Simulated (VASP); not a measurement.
# SiNi3 (Pm-3m) in VASP: relaxation of cell and atoms with PBE+D3(BJ)

Aim: the relaxation of cell and atoms of SiNi3 with PBE+D3(BJ).

Everything below comes from runs of VASP 6.6.1. Logs are shortened: lines on timing, memory, paths and dates and some standing lists are left out, and cuts for length are marked.

## 1. The cell of the first run

It takes space group Pm-3m (No. 221, cubic). Conventional cell: a = 3.460 Å, b = 3.460 Å, c = 3.460 Å, α = 90.00°, β = 90.00°, γ = 90.00°. Ni (site symmetry 4/mmm) has 8 Ni at 2.45 Å and 4 Si at 2.45 Å within 3.2 Å. Within 3.2 Å of Si (site symmetry m-3m) lie 12 Ni at 2.45 Å.

## 2. Relaxation of cell and atoms, PBE+D3(BJ)

File INCAR:

```
SYSTEM = SiNi3
ALGO = Normal
EDIFF = 1E-7
EDIFFG = -0.002
ENCUT = 600
GGA = PE
GGA_COMPAT = .False.
IBRION = 2
ISIF = 3
ISMEAR = 0
IVDW = 12
LASPH = .True.
LCHARG = .False.
LREAL = .False.
LWAVE = .False.
NELM = 120
NELMIN = 4
NSW = 100
PREC = Accurate
SIGMA = 0.1
```

File KPOINTS:

```
k-points
0
Gamma
  12 12 12
  0 0 0
```

File POSCAR:

```
SiNi3
1.0
    3.4600000000      0.0000000000      0.0000000000
    0.0000000000      3.4600000000      0.0000000000
    0.0000000000      0.0000000000      3.4600000000
Ni Si
3 1
Direct
    0.0000000000      0.5000000000      0.5000000000
    0.5000000000      0.0000000000      0.5000000000
    0.5000000000      0.5000000000      0.0000000000
    0.0000000000      0.0000000000      0.0000000000
```

Potentials or basis: VASP PAW PBE potentials, release 64 (Ni, Si).

The run is started by

```
> cat potpaw_PBE.64/Ni/POTCAR potpaw_PBE.64/Si/POTCAR > POTCAR
> mpirun -np 1 vasp_std > vasp.out
```

OUTCAR:

```text
SYSTEM = SiNi3
   EDIFF = 1E-7
   EDIFFG = -0.002
   ENCUT = 600
   GGA = PE
   IBRION = 2
   ISIF = 3
   ISMEAR = 0
   IVDW = 12
   LASPH = .True.
   LREAL = .False.
   NELM = 120
   NELMIN = 4
   NSW = 100
   PREC = Accurate
 IVDW          = 12

 ion  position               nearest neighbor table
   1  0.000  0.500  0.500-   2 2.45   3 2.45   4 2.45   3 2.45   4 2.45   2 2.45   4 2.45   4 2.45
                             2 2.45   3 2.45   3 2.45   2 2.45
   2  0.500  0.000  0.500-   1 2.45   3 2.45   4 2.45   3 2.45   4 2.45   1 2.45   3 2.45   3 2.45
                             1 2.45   4 2.45   4 2.45   1 2.45
   3  0.500  0.500  0.000-   1 2.45   2 2.45   4 2.45   1 2.45   2 2.45   2 2.45   4 2.45   2 2.45
                             1 2.45   4 2.45   1 2.45   4 2.45
   4  0.000  0.000  0.000-   1 2.45   2 2.45   3 2.45   1 2.45   2 2.45   1 2.45   3 2.45   1 2.45
                             2 2.45   3 2.45   2 2.45   3 2.45

  LATTYP: Found a simple cubic cell.
 ALAT       =     3.4600000000

  Lattice vectors:

 A1 = (   3.4600000000,   0.0000000000,   0.0000000000)
 A2 = (   0.0000000000,   3.4600000000,   0.0000000000)
 A3 = (   0.0000000000,   0.0000000000,   3.4600000000)

Analysis of symmetry for initial positions (statically):
=====================================================================
 Subroutine PRICEL returns:
 Original cell was already a primitive cell.

 Routine SETGRP: Setting up the symmetry group for a
 simple cubic supercell.

 Subroutine GETGRP returns: Found 48 space group operations
 (whereof 48 operations were pure point group operations)
 out of a pool of 48 trial point group operations.

The static configuration has the point symmetry O_h .

Analysis of symmetry for dynamics (positions and initial velocities):
=====================================================================
 Subroutine PRICEL returns:
 Original cell was already a primitive cell.

 Routine SETGRP: Setting up the symmetry group for a
 simple cubic supercell.

 Subroutine GETGRP returns: Found 48 space group operations
 (whereof 48 operations were pure point group operations)
 out of a pool of 48 trial point group operations.

The dynamic configuration has the point symmetry O_h .

 Subroutine INISYM returns: Found 48 space group operations
 (whereof 48 operations are pure point group operations),
 and found     1 'primitive' translations

----------------------------------------------------------------------------------------

                                     Primitive cell

  volume of cell :      41.4217

[... 75 lines left out ...]
   number of dos      NEDOS =    301   number of ions     NIONS =      4
   total plane-waves  NPLWV =  21952
   dimension x,y,z NGX =    28 NGY =   28 NGZ =   28
   dimension x,y,z NGXF=    56 NGYF=   56 NGZF=   56
   ions per type =               3   1
   NGX,Y,Z   is equivalent  to a cutoff of  13.45, 13.45, 13.45 a.u.
   NGXF,Y,Z  is equivalent  to a cutoff of  26.91, 26.91, 26.91 a.u.
 SYSTEM =  SiNi3
   PREC   = accura    normal or accurate (medium, high low for compatibility)
   ISTART =      0    job   : 0-new  1-cont  2-samecut
   ICHARG =      2    charge: 1-file 2-atom 10-const
   ISPIN  =      1    spin polarized calculation?
   LNONCOLLINEAR =      F non collinear calculations
   LSORBIT =      F    spin-orbit coupling
   LASPH  =      T    aspherical Exc in radial PAW
   ENCUT  =  600.0 eV  44.10 Ry    6.64 a.u.   6.91  6.91  6.91*2*pi/ulx,y,z
   NELM   =    120;   NELMIN=  4; NELMDL= -5     # of ELM steps
   EDIFF  = 0.1E-06   stopping-criterion for ELM
   LREAL  =      F    real-space projection
   EDIFFG = -.2E-02   stopping-criterion for IOM
   NSW    =    100    number of steps for IOM
   IBRION =      2    ionic relax: 0-MD 1-quasi-New 2-CG
   NFREE  =      1    steps in history (QN), initial steepest desc. (CG)
   ISIF   =      3    stress and relaxation
   ISYM   =      2    0-nonsym 1-usesym 2-fastsym
   POTIM  = 0.5000    time-step for ionic-motion
   TEBEG  =    0.0;   TEEND  =   0.0 temperature during run
   PSTRESS=    0.0 pullay stress
   NELECT =      34.0000    total number of electrons
   NUPDOWN=      -1.0000    fix difference up-down
   EMIN   =  10.00;   EMAX   =-10.00  energy-range for DOS
   EFERMI =   0.00;   METHOD = LEGACY
   ISMEAR =     0;   SIGMA  =   0.10  broadening in eV -4-tet -1-fermi 0-gaus
   EFERMI_NEDOS =   21; number of points for ismear=-14 and -15
   IALGO  =     38    algorithm
   IMIX   =      4    mixing-type and parameters
     AMIX     =   0.40;   BMIX     =  1.00
     AMIX_MAG =   1.60;   BMIX_MAG =  1.00
  volume/ion in A,a.u.               =      10.36        69.88
  Fermi-wavevector in a.u.,A,eV,Ry     =   1.532822  2.896613 31.967474  2.349543
  Thomas-Fermi vector in A             =   2.639975
   LORBIT       =      0    0 simple, 1 ext, 2 COOP (PROOUT), +10 PAW based schemes
   GGA     = PE    functional components
   LHFCALC =     F    Hartree Fock is set to
   AEXX    =    0.0000 exact exchange contribution
   IVDW    =    12    specifies the selected vdW correction
   LEPSILON=     F    determine dielectric tensor
   LRPA    =     F    only Hartree local field effects (RPA)
 conjugate gradient relaxation of ions
 non-spin polarized calculation
 Gauss-broadening in eV      SIGMA  =   0.10
  energy-cutoff  :      600.00
  volume of cell :       41.42
 maximum number of plane-waves:      1409
 NGX is ok and might be reduce to    28
   NGX = 13   NGY = 13   NGZ = 13

--------------------------------------- Ionic step        1  -------------------------------------------

 number of electron      33.9999970 magnetization

 Free energy of the ion-electron system (eV)
  ---------------------------------------------------
  ext. energy  EPLUGINS =         0.00000000
  ---------------------------------------------------
  free energy    TOTEN  =       -23.63804295 eV

  energy without entropy =      -23.62797768  energy(sigma->0) =      -23.63301032

------------------------ aborting loop because EDIFF is reached ----------------------------------------

 Edisp (eV)   -2.05864

 E8    (eV) :    -0.8785
[... 75 lines left out ...]
--------------------------------------- Ionic step        3  -------------------------------------------

 number of electron      33.9999971 magnetization

 Free energy of the ion-electron system (eV)
  ---------------------------------------------------
  ext. energy  EPLUGINS =         0.00000000
  ---------------------------------------------------
  free energy    TOTEN  =       -23.64733156 eV

  energy without entropy =      -23.63723702  energy(sigma->0) =      -23.64228429

 E-fermi :  11.1988     XC(G=0): -13.2948

 val. band max:       11.1916884195   @ k =   0.0833   0.0833   0.0000
 cond. band min:      11.2212054784   @ k =   0.4167   0.4167   0.3333
 fundamental gap:      0.0295170589
 Fermi energy:        11.1987607297

 k-point     1 :       0.0000    0.0000    0.0000
  band No.  band energies     occupation
      1      -1.0139      2.00000
      2       6.0974      2.00000
      3       6.9314      2.00000
      4       6.9314      2.00000
      5       7.4757      2.00000
      6       7.4757      2.00000
[... 565 lines left out ...]
     20      15.7742      0.00000
     21      17.4436      0.00000

 [... further k-points ...]

------------------------ aborting loop because EDIFF is reached ----------------------------------------

 Edisp (eV)   -2.04988

 E8    (eV) :    -0.8747
[... 27 lines left out ...]
  FREE ENERGIE OF THE ION-ELECTRON SYSTEM (eV)
  ---------------------------------------------------
  free  energy   TOTEN  =       -25.6972100184 eV

  energy  without entropy=      -25.6871154724  energy(sigma->0) =      -25.69216275

 reached required accuracy - stopping structural energy minimisation
```

OSZICAR:

```text
N       E                     dE             d eps       ncg     rms          rms(c)
DAV:   1     0.215671862964E+03    0.21567E+03   -0.17459E+04  3552   0.243E+03
DAV:   2    -0.151816010113E+02   -0.23085E+03   -0.22309E+03  3528   0.396E+02
DAV:   3    -0.271331390422E+02   -0.11952E+02   -0.11513E+02  3882   0.120E+02
[... 30 lines left out ...]
DAV:   5    -0.236473404470E+02    0.36189E-04   -0.83964E-05  4328   0.108E-01    0.274E-02
DAV:   6    -0.236473325420E+02    0.79050E-05   -0.27191E-05  5147   0.488E-02    0.689E-03
DAV:   7    -0.236473323946E+02    0.14741E-06   -0.31319E-06  3616   0.190E-02    0.411E-03
DAV:   8    -0.236473316435E+02    0.75110E-06   -0.29139E-07  3386   0.544E-03    0.930E-04
DAV:   9    -0.236473315638E+02    0.79681E-07   -0.62436E-08  1834   0.297E-03
   3 F= -.25697210E+02 E0= -.25692163E+02  d E =-.525779E-03
```

Run time: 4.1 min. Hardware: 1 thread of Intel Xeon 8259CL, shared host; peak memory 0.23 GiB.

Results:

```yaml
Free_energy: -25.6972 eV
Relaxed_volume: 10.40 Å³/atom
Relaxed_cell: a = 3.465 Å, b = 3.465 Å, c = 3.465 Å, α = 90.00°, β = 90.00°, γ = 90.00°
Space_group_after_relaxing_to_0.1_Å: Pm-3m (No. 221)
Energy_gained_by_relaxing: 0.1 meV/atom
Ionic_steps: 3
Pressure_after_relaxing: 0.0 GPa
Band_gap_on_the_k_mesh: zero (bands 17 and 18 overlap by 0.25 eV)
Dispersion_energy_per_atom: -0.512 eV
```

Step by step:
| step | energy change (eV) | largest force (eV/Å) | pressure (GPa) | volume (Å³) |
| --- | --- | --- | --- | --- |
| 1 | 0.0000 | 0.0000 | 0.99 | 41.42 |
| 2 | 0.0003 | 0.0000 | -1.14 | 41.81 |
| 3 | -0.0005 | 0.0000 | 0.03 | 41.59 |

Final structure:
```yaml
crystal:
  lattice:
    - [3.46476, 0.00000, 0.00000]
    - [0.00000, 3.46476, 0.00000]
    - [0.00000, 0.00000, 3.46476]
  atoms:
    - { symbol: Ni, position: [0.00000, 0.50000, 0.50000] }
    - { symbol: Ni, position: [0.50000, 0.00000, 0.50000] }
    - { symbol: Ni, position: [0.50000, 0.50000, 0.00000] }
    - { symbol: Si, position: [0.00000, 0.00000, 0.00000] }
```

Spin polarisation is off, so any magnetic state and its effect on volume and gap are missing.

The gap in the log of VASP goes by the Fermi energy; the results here count the filled bands.